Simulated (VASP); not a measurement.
# MgO (P6_3mc) in VASP: a series of runs

MgO is run at these levels: PBEsol; tasks: single point.

All numbers are computed with VASP 6.6.1; they aren't measurements. Logs are shortened: lines on timing, memory, paths and dates and some standing lists are left out, and cuts for length are marked.

## 1. The cell of the first run

Symmetry: P6_3mc, No. 186, hexagonal system. Conventional cell: a = 3.188 Å, b = 3.188 Å, c = 5.220 Å, α = 90.00°, β = 90.00°, γ = 120.00°. Mg (site symmetry 3m) has 4 O at 1.92 to 2.07 Å within 2.5 Å. O (site symmetry 3m) has 4 Mg at 1.92 to 2.07 Å within 2.5 Å.

## 2. Single point, PBEsol

INCAR

```
PREC = Accurate
ENCUT = 520
EDIFF = 1E-6
ISMEAR = 0
SIGMA = 0.05
LREAL = F
LASPH = T
NELM = 60
ALGO = Normal
ISIF = 2
LWAVE = F
LCHARG = T
GGA = PS
LELF = T
LVHAR = T
NBANDS = 16
```

KPOINTS

```
regular mesh
0
Gamma
  9 9 6
```

POSCAR

```
MgO
1.0
    3.1878000000      0.0000000000      0.0000000000
   -1.5939000000      2.7607157822      0.0000000000
    0.0000000000      0.0000000000      5.2202000000
Mg O
2 2
Direct
    0.3333333333      0.6666666667      0.0036583380
    0.6666666667      0.3333333333      0.5036583380
    0.3333333333      0.6666666667      0.4009416620
    0.6666666667      0.3333333333      0.9009416620
```

Potentials or basis: VASP PAW PBE potentials, release 64 (Mg, O).

On the command line:

```console
> cat potpaw_PBE.64/Mg/POTCAR potpaw_PBE.64/O/POTCAR > POTCAR
> mpirun -np 1 vasp_std > vasp.out
```

OUTCAR:

```text
PREC = Accurate
   ENCUT = 520
   EDIFF = 1E-6
   ISMEAR = 0
   LREAL = F
   LASPH = T
   NELM = 60
   ISIF = 2
   GGA = PS

 ion  position               nearest neighbor table
   1  0.333  0.667  0.004-   4 1.92   4 1.92   4 1.92   3 2.07   2 3.19   2 3.19   2 3.19   2 3.19
                             2 3.19   2 3.19
   2  0.667  0.333  0.504-   3 1.92   3 1.92   3 1.92   4 2.07   1 3.19   1 3.19   1 3.19   1 3.19
                             1 3.19   1 3.19
   3  0.333  0.667  0.401-   2 1.92   2 1.92   2 1.92   1 2.07
   4  0.667  0.333  0.901-   1 1.92   1 1.92   1 1.92   2 2.07

  LATTYP: Found a hexagonal cell.
 ALAT       =     3.1878000000
 C/A-ratio  =     1.6375556810

  Lattice vectors:

 A1 = (   3.1878000000,   0.0000000000,   0.0000000000)
 A2 = (  -1.5939000000,   2.7607157822,   0.0000000000)
 A3 = (   0.0000000000,   0.0000000000,   5.2202000000)

Analysis of symmetry for initial positions (statically):
=====================================================================
 Subroutine PRICEL returns:
 Original cell was already a primitive cell.

 Routine SETGRP: Setting up the symmetry group for a
 hexagonal supercell.

 Subroutine GETGRP returns: Found 12 space group operations
 (whereof  6 operations were pure point group operations)
 out of a pool of 24 trial point group operations.

The static configuration has the point symmetry C_3v.
 The point group associated with its full space group is C_6v.

Analysis of symmetry for dynamics (positions and initial velocities):
=====================================================================
 Subroutine PRICEL returns:
 Original cell was already a primitive cell.

 Routine SETGRP: Setting up the symmetry group for a
 hexagonal supercell.

 Subroutine GETGRP returns: Found 12 space group operations
 (whereof  6 operations were pure point group operations)
 out of a pool of 24 trial point group operations.

The dynamic configuration has the point symmetry C_3v.
 The point group associated with its full space group is C_6v.

 Subroutine INISYM returns: Found 12 space group operations
 (whereof  6 operations are pure point group operations),
 and found     1 'primitive' translations

----------------------------------------------------------------------------------------

                                     Primitive cell

[... 95 lines left out ...]
   LREAL  =      F    real-space projection
   EDIFFG = 0.1E-04   stopping-criterion for IOM
   NSW    =      0    number of steps for IOM
   IBRION =     -1    ionic relax: 0-MD 1-quasi-New 2-CG
   NFREE  =      0    steps in history (QN), initial steepest desc. (CG)
   ISIF   =      2    stress and relaxation
   ISYM   =      2    0-nonsym 1-usesym 2-fastsym
   POTIM  = 0.5000    time-step for ionic-motion
   TEBEG  =    0.0;   TEEND  =   0.0 temperature during run
   PSTRESS=    0.0 pullay stress
   NELECT =      16.0000    total number of electrons
   NUPDOWN=      -1.0000    fix difference up-down
   EMIN   =  10.00;   EMAX   =-10.00  energy-range for DOS
   EFERMI =   0.00;   METHOD = LEGACY
   ISMEAR =     0;   SIGMA  =   0.05  broadening in eV -4-tet -1-fermi 0-gaus
   EFERMI_NEDOS =   21; number of points for ismear=-14 and -15
   IALGO  =     38    algorithm
   IMIX   =      4    mixing-type and parameters
     AMIX     =   0.40;   BMIX     =  1.00
     AMIX_MAG =   1.60;   BMIX_MAG =  1.00
  volume/ion in A,a.u.               =      11.49        77.51
  Fermi-wavevector in a.u.,A,eV,Ry     =   1.151812  2.176609 18.050447  1.326670
  Thomas-Fermi vector in A             =   2.288467
   LORBIT       =      0    0 simple, 1 ext, 2 COOP (PROOUT), +10 PAW based schemes
   GGA     = PS    functional components
   LHFCALC =     F    Hartree Fock is set to
   AEXX    =    0.0000 exact exchange contribution
   IVDW    =     0    specifies the selected vdW correction
   LEPSILON=     F    determine dielectric tensor
   LRPA    =     F    only Hartree local field effects (RPA)
 non-spin polarized calculation
 Gauss-broadening in eV      SIGMA  =   0.05
  energy-cutoff  :      520.00
  volume of cell :       45.94
 maximum number of plane-waves:      1260
 NGX is ok and might be reduce to    24
   NGX = 11   NGY = 11   NGZ = 19

 number of electron      15.9999995 magnetization

 Free energy of the ion-electron system (eV)
  ---------------------------------------------------
  ext. energy  EPLUGINS =         0.00000000
  ---------------------------------------------------
  free energy    TOTEN  =       -24.41160215 eV

  energy without entropy =      -24.41160215  energy(sigma->0) =      -24.41160215

 E-fermi :   1.2248     XC(G=0): -10.0939

 val. band max:        0.9867297230   @ k =   0.0000   0.0000   0.0000
 cond. band min:       4.6497653355   @ k =   0.0000   0.0000   0.0000
 fundamental gap:      3.6630356125
 Fermi energy:         1.2247785124

 k-point     1 :       0.0000    0.0000    0.0000
  band No.  band energies     occupation
      1     -15.1167      2.00000
      2     -14.3845      2.00000
      3      -2.3758      2.00000
      4       0.5292      2.00000
      5       0.5292      2.00000
      6       0.7598      2.00000
[... 433 lines left out ...]
      3      -1.5842      2.00000
      4      -1.0494      2.00000
      5      -1.0494      2.00000
      6      -0.4979      2.00000
[... 8 lines left out ...]
     15      14.6357      0.00000
     16      19.3015      0.00000

 [... further k-points ...]

------------------------ aborting loop because EDIFF is reached ----------------------------------------

  FORCE on cell =-STRESS in cart. coord.  units (eV):
  Direction    XX          YY          ZZ          XY          YZ          ZX
  --------------------------------------------------------------------------------------
  -------------------------------------------------------------------------------------
  Total        3.2247047      3.2247047     -1.4059718      0.0000000      0.0000000      0.0000000
  in kB      112.4606586    112.4606586    -49.0328680      0.0000000      0.0000000      0.0000000
  external PRESSURE =      58.6294831 kB  Pullay stress =       0.0000000 kB

 VOLUME and BASIS-vectors are now :
 -----------------------------------------------------------------------------
  energy-cutoff  :      520.00
  volume of cell :       45.94
      direct lattice vectors                 reciprocal lattice vectors
     3.187800000  0.000000000  0.000000000     0.313695966  0.181112450  0.000000000
    -1.593900000  2.760715782  0.000000000     0.000000000  0.362224901  0.000000000
     0.000000000  0.000000000  5.220200000     0.000000000  0.000000000  0.191563542

 POSITION                                       TOTAL-FORCE (eV/Angst)
 -----------------------------------------------------------------------------------
     -0.00000      1.84048      0.01910        -0.000000     -0.000000      0.679627
      1.59390      0.92024      2.62920        -0.000000      0.000000      0.679627
     -0.00000      1.84048      2.09300         0.000000      0.000000     -0.679627
      1.59390      0.92024      4.70310        -0.000000     -0.000000     -0.679627
 -----------------------------------------------------------------------------------
    total drift:                               -0.000000      0.000000     -0.000517

  FREE ENERGIE OF THE ION-ELECTRON SYSTEM (eV)
  ---------------------------------------------------
  free  energy   TOTEN  =       -24.4116021525 eV

  energy  without entropy=      -24.4116021525  energy(sigma->0) =      -24.41160215
```

OSZICAR:

```text
N       E                     dE             d eps       ncg     rms          rms(c)
DAV:   1     0.572654648448E+02    0.57265E+02   -0.74892E+03  1544   0.885E+02
DAV:   2    -0.245877805060E+02   -0.81853E+02   -0.75300E+02  2072   0.195E+02
DAV:   3    -0.283894511553E+02   -0.38017E+01   -0.37920E+01  1816   0.431E+01
DAV:   4    -0.284050790740E+02   -0.15628E-01   -0.15628E-01  1920   0.323E+00
DAV:   5    -0.284051541811E+02   -0.75107E-04   -0.75107E-04  1824   0.214E-01    0.111E+01
DAV:   6    -0.245119962946E+02    0.38932E+01   -0.10892E+01  1536   0.248E+01    0.375E+00
DAV:   7    -0.244423400642E+02    0.69656E-01   -0.15723E-01  1568   0.315E+00    0.216E+00
DAV:   8    -0.244133939684E+02    0.28946E-01   -0.86651E-02  1632   0.319E+00    0.469E-01
DAV:   9    -0.244112356830E+02    0.21583E-02   -0.34830E-03  1904   0.523E-01    0.151E-01
DAV:  10    -0.244115944459E+02   -0.35876E-03   -0.59380E-04  1576   0.174E-01    0.141E-02
DAV:  11    -0.244116001011E+02   -0.56552E-05   -0.11097E-05  1952   0.246E-02    0.851E-03
DAV:  12    -0.244116021614E+02   -0.20603E-05   -0.17069E-06  1552   0.106E-02    0.457E-03
DAV:  13    -0.244116021525E+02    0.88461E-08   -0.30679E-07   816   0.507E-03
   1 F= -.24411602E+02 E0= -.24411602E+02  d E =-.857915E-14
```

stdout:

```text
POSCAR found type information on POSCAR MgO
 POSCAR found :  2 types and       4 ions
 scaLAPACK will be used
 -----------------------------------------------------------------------------
|                                                                             |
|                                                                             |
|     You enforced a specific xc type in the INCAR file but a different       |
|     I HOPE YOU KNOW WHAT YOU ARE DOING!                                     |
|                                                                             |
 -----------------------------------------------------------------------------

 LDA part: xc-table for (Slater+PW92), standard interpolation
 POSCAR, INCAR and KPOINTS ok, starting setup
 FFT: planning ... GRIDC
 FFT: planning ... GRID_SOFT
 FFT: planning ... GRID
 WAVECAR not read
 entering main loop
```

It took 19 s on 1 thread of Intel Xeon Platinum 8488C (Sapphire Rapids), shared host; peak memory 0.17 GiB.

Results:

* Free energy: -24.4116 eV
* Pressure: 5.9 GPa
* Largest force: 0.680 eV/Å
* Band gap on the k mesh: 3.66 eV, direct

Forces on the atoms (eV/Å):
```
Mg   0.000  0.000  0.680
Mg   0.000  0.000  0.680
O    0.000  0.000 -0.680
O    0.000  0.000 -0.680
```

Caveat: the PAW data sets were made with another functional, which shifts forces and pressure a little.

## 3. Single point, PBEsol

This run uses another cell than the first one, of 11.62 Å³/atom, 1.012 times its volume.

INCAR

```
SYSTEM = MgO
PREC = Accurate
ENCUT = 520
EDIFF = 1E-6
ISMEAR = 0
SIGMA = 0.05
LREAL = .FALSE.
LASPH = .TRUE.
NELM = 100
ALGO = Normal
ISIF = 2
LWAVE = .FALSE.
LCHARG = .FALSE.
GGA = PS
NBANDS = 16
```

KPOINTS

```
Automatic mesh
0
G
  9 9 6
  0 0 0
```

POSCAR

```
MgO
1.0
    3.3034678116      0.0000000000      0.0000000000
   -1.6517339058      2.8608870454      0.0000000000
    0.0000000000      0.0000000000      4.9190000000
Mg O
2 2
Direct
    0.3333333333      0.6666666667      0.0036583380
    0.6666666667      0.3333333333      0.5036583380
    0.3333333333      0.6666666667      0.4009416620
    0.6666666667      0.3333333333      0.9009416620
```

Potentials or basis: VASP PAW PBE potentials, release 64 (Mg, O).

On the command line:

```console
> cat potpaw_PBE.64/Mg/POTCAR potpaw_PBE.64/O/POTCAR > POTCAR
> mpirun -np 1 vasp_std > vasp.out
```

OUTCAR:

```text
SYSTEM = MgO
   PREC = Accurate
   ENCUT = 520
   EDIFF = 1E-6
   ISMEAR = 0
   LREAL = .FALSE.
   LASPH = .TRUE.
   NELM = 100
   ISIF = 2
   GGA = PS

 ion  position               nearest neighbor table
   1  0.333  0.667  0.004-   3 1.95   4 1.97   4 1.97   4 1.97   2 3.11   2 3.11   2 3.11   2 3.11
                             2 3.11   2 3.11
   2  0.667  0.333  0.504-   4 1.95   3 1.97   3 1.97   3 1.97   1 3.11   1 3.11   1 3.11   1 3.11
                             1 3.11   1 3.11
   3  0.333  0.667  0.401-   1 1.95   2 1.97   2 1.97   2 1.97
   4  0.667  0.333  0.901-   2 1.95   1 1.97   1 1.97   1 1.97

  LATTYP: Found a hexagonal cell.
 ALAT       =     3.3034678116
 C/A-ratio  =     1.4890412986

  Lattice vectors:

 A1 = (   3.3034678116,   0.0000000000,   0.0000000000)
 A2 = (  -1.6517339058,   2.8608870454,   0.0000000000)
 A3 = (   0.0000000000,   0.0000000000,   4.9190000000)

Analysis of symmetry for initial positions (statically):
=====================================================================
 Subroutine PRICEL returns:
 Original cell was already a primitive cell.

 Routine SETGRP: Setting up the symmetry group for a
 hexagonal supercell.

 Subroutine GETGRP returns: Found 12 space group operations
 (whereof  6 operations were pure point group operations)
 out of a pool of 24 trial point group operations.

The static configuration has the point symmetry C_3v.
 The point group associated with its full space group is C_6v.

Analysis of symmetry for dynamics (positions and initial velocities):
=====================================================================
 Subroutine PRICEL returns:
 Original cell was already a primitive cell.

 Routine SETGRP: Setting up the symmetry group for a
 hexagonal supercell.

 Subroutine GETGRP returns: Found 12 space group operations
 (whereof  6 operations were pure point group operations)
 out of a pool of 24 trial point group operations.

The dynamic configuration has the point symmetry C_3v.
 The point group associated with its full space group is C_6v.

 Subroutine INISYM returns: Found 12 space group operations
[... 121 lines left out ...]
     AMIX_MAG =   1.60;   BMIX_MAG =  1.00
  volume/ion in A,a.u.               =      11.62        78.43
  Fermi-wavevector in a.u.,A,eV,Ry     =   1.147270  2.168026 17.908374  1.316228
  Thomas-Fermi vector in A             =   2.283951
   LORBIT       =      0    0 simple, 1 ext, 2 COOP (PROOUT), +10 PAW based schemes
   GGA     = PS    functional components
   LHFCALC =     F    Hartree Fock is set to
   AEXX    =    0.0000 exact exchange contribution
   IVDW    =     0    specifies the selected vdW correction
   LEPSILON=     F    determine dielectric tensor
   LRPA    =     F    only Hartree local field effects (RPA)
 non-spin polarized calculation
 Gauss-broadening in eV      SIGMA  =   0.05
  energy-cutoff  :      520.00
  volume of cell :       46.49
 maximum number of plane-waves:      1269
 NGX is ok and might be reduce to    28
   NGX = 13   NGY = 13   NGZ = 19

 number of electron      15.9999993 magnetization

 Free energy of the ion-electron system (eV)
  ---------------------------------------------------
  ext. energy  EPLUGINS =         0.00000000
  ---------------------------------------------------
  free energy    TOTEN  =       -24.53683359 eV

  energy without entropy =      -24.53683359  energy(sigma->0) =      -24.53683359

 E-fermi :   1.3206     XC(G=0): -10.0471

 val. band max:        1.1150279581   @ k =   0.0000   0.0000   0.0000
 cond. band min:       4.5460245510   @ k =   0.0000   0.0000   0.0000
 fundamental gap:      3.4309965929
 Fermi energy:         1.3206183504

 k-point     1 :       0.0000    0.0000    0.0000
  band No.  band energies     occupation
      1     -15.1323      2.00000
      2     -14.2540      2.00000
      3      -2.2461      2.00000
      4       0.3012      2.00000
      5       0.3012      2.00000
      6       0.6647      2.00000
[... 433 lines left out ...]
      3      -1.6773      2.00000
      4      -1.1570      2.00000
      5      -1.1570      2.00000
      6      -0.3162      2.00000
[... 8 lines left out ...]
     15      14.5510      0.00000
     16      18.4358      0.00000

 [... further k-points ...]
[... 5 lines left out ...]
  --------------------------------------------------------------------------------------
  -------------------------------------------------------------------------------------
  Total        0.2189441      0.2189441      1.3649550      0.0000000      0.0000000     -0.0000000
  in kB        7.5456430      7.5456430     47.0415144      0.0000000      0.0000000     -0.0000000
  external PRESSURE =      20.7109335 kB  Pullay stress =       0.0000000 kB

 VOLUME and BASIS-vectors are now :
 -----------------------------------------------------------------------------
  energy-cutoff  :      520.00
  volume of cell :       46.49
      direct lattice vectors                 reciprocal lattice vectors
     3.303467812  0.000000000  0.000000000     0.302712197  0.174770969  0.000000000
    -1.651733906  2.860887045  0.000000000     0.000000000  0.349541937  0.000000000
     0.000000000  0.000000000  4.919000000     0.000000000  0.000000000  0.203293352

 POSITION                                       TOTAL-FORCE (eV/Angst)
 -----------------------------------------------------------------------------------
     -0.00000      1.90726      0.01800        -0.000000      0.000000     -0.252765
      1.65173      0.95363      2.47750         0.000000     -0.000000     -0.252765
     -0.00000      1.90726      1.97223         0.000000      0.000000      0.252765
      1.65173      0.95363      4.43173        -0.000000     -0.000000      0.252765
 -----------------------------------------------------------------------------------
    total drift:                               -0.000000     -0.000000      0.002583

  FREE ENERGIE OF THE ION-ELECTRON SYSTEM (eV)
  ---------------------------------------------------
  free  energy   TOTEN  =       -24.5368335936 eV

  energy  without entropy=      -24.5368335936  energy(sigma->0) =      -24.53683359
```

OSZICAR:

```text
N       E                     dE             d eps       ncg     rms          rms(c)
DAV:   1     0.589717592449E+02    0.58972E+02   -0.74650E+03  1536   0.883E+02
DAV:   2    -0.245108116617E+02   -0.83483E+02   -0.77623E+02  2120   0.196E+02
DAV:   3    -0.284089884599E+02   -0.38982E+01   -0.38901E+01  1752   0.436E+01
DAV:   4    -0.284249917977E+02   -0.16003E-01   -0.16003E-01  1880   0.328E+00
DAV:   5    -0.284250698903E+02   -0.78093E-04   -0.78092E-04  1760   0.218E-01    0.110E+01
DAV:   6    -0.246393665117E+02    0.37857E+01   -0.10578E+01  1536   0.245E+01    0.376E+00
DAV:   7    -0.245675143961E+02    0.71852E-01   -0.16031E-01  1552   0.319E+00    0.214E+00
DAV:   8    -0.245387553224E+02    0.28759E-01   -0.89929E-02  1680   0.322E+00    0.483E-01
DAV:   9    -0.245364968463E+02    0.22585E-02   -0.34069E-03  1880   0.522E-01    0.161E-01
DAV:  10    -0.245368269036E+02   -0.33006E-03   -0.69754E-04  1584   0.187E-01    0.151E-02
DAV:  11    -0.245368337012E+02   -0.67976E-05   -0.12706E-05  1944   0.257E-02    0.132E-02
DAV:  12    -0.245368335936E+02    0.10761E-06   -0.20426E-06  1544   0.134E-02
   1 F= -.24536834E+02 E0= -.24536834E+02  d E =-.264129E-11
```

stdout:

```text
POSCAR found type information on POSCAR MgO
 POSCAR found :  2 types and       4 ions
 scaLAPACK will be used
 -----------------------------------------------------------------------------
|                                                                             |
|                                                                             |
|     You enforced a specific xc type in the INCAR file but a different       |
|     I HOPE YOU KNOW WHAT YOU ARE DOING!                                     |
|                                                                             |
 -----------------------------------------------------------------------------

 LDA part: xc-table for (Slater+PW92), standard interpolation
 POSCAR, INCAR and KPOINTS ok, starting setup
 FFT: planning ... GRIDC
 FFT: planning ... GRID_SOFT
 FFT: planning ... GRID
 WAVECAR not read
 entering main loop
```

It took 31 s on 1 thread of Intel Xeon Platinum 8488C (Sapphire Rapids), shared host; peak memory 0.19 GiB.

Results:

| Item | Value |
| --- | --- |
| Free energy | -24.5368 eV |
| Pressure | 2.1 GPa |
| Largest force | 0.253 eV/Å |
| Band gap on the k mesh | 3.43 eV, direct |

Forces in eV/Å, atoms in the order of the input:
```
Mg   0.000  0.000 -0.253
Mg   0.000  0.000 -0.253
O    0.000  0.000  0.253
O    0.000  0.000  0.253
```

Stress tensor (GPa, compression positive):
```
0.75 0.00 0.00
0.00 0.75 0.00
0.00 0.00 4.70
```

Caveat: the PAW data sets were made with another functional, which shifts forces and pressure a little.

[end of part 1 of 2]
